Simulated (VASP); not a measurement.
Input of a VASP 6.6.1 run:

File POSCAR:

```
Na3Ca
1.0
    5.9893640000      0.0000000000      0.0000000000
    2.9946820000      5.1869413765      0.0000000000
    2.9946820000      1.7289804588      4.8902952279
Na Ca
3 1
Direct
    0.2500000000      0.2500000000      0.2500000000
    0.7500000000      0.7500000000      0.7500000000
    0.5000000000      0.5000000000      0.5000000000
    0.0000000000      0.0000000000      0.0000000000
```

INCAR.step1

```
PREC = Accurate
ENCUT = 600
ISMEAR = -1
SIGMA = 0.05
LREAL = False
LASPH = True
NELM = 60
GGA = PE
ALGO = Normal
EDIFF = 1E-4
LWAVE = True
LCHARG = False
```

Contents of INCAR.step2:

```
PREC = Accurate
ENCUT = 600
EDIFF = 1E-6
ISMEAR = -1
SIGMA = 0.05
LREAL = False
LASPH = True
NELM = 60
ALGO = Normal
ISIF = 3
LWAVE = False
LCHARG = False
METAGGA = R2SCAN
LMIXTAU = True
IBRION = 2
NSW = 80
EDIFFG = -0.01
ISTART = 1
```

File KPOINTS:

```
Automatic mesh
0
Gamma
  5 5 5
```

Potentials or basis: VASP PAW PBE potentials, release 64 (Na_pv, Ca_sv).

Launch:

```bash
$ cat potpaw_PBE.64/Na_pv/POTCAR potpaw_PBE.64/Ca_sv/POTCAR > POTCAR
$ cp INCAR.step1 INCAR
$ mpirun -np 1 vasp_std > vasp.out
$ cp INCAR.step2 INCAR
$ mpirun -np 1 vasp_std > vasp.out
```

**Question.** Predict the relaxed cell.

**Answer.** a = 6.023 Å, b = 6.023 Å, c = 6.023 Å, α = 60.00°, β = 60.00°, γ = 60.00°.

**Question.** Estimate the space group after relaxing (to 0.1 Å).

**Answer.** Fm-3m (No. 225).

**Question.** What does it give for the relaxed volume?

**Answer.** 38.62 Å³/atom.

The path:
| step | energy change (eV) | largest force (eV/Å) | pressure (GPa) | volume (Å³) |
| --- | --- | --- | --- | --- |
| 1 | 0.0000 | 0.0000 | 0.20 | 151.92 |
| 2 | -0.0008 | 0.0000 | 0.12 | 152.96 |
| 3 | -0.0012 | 0.0000 | 0.03 | 154.47 |

Caveat: the PAW data sets were made with another functional, which shifts forces and pressure a little.
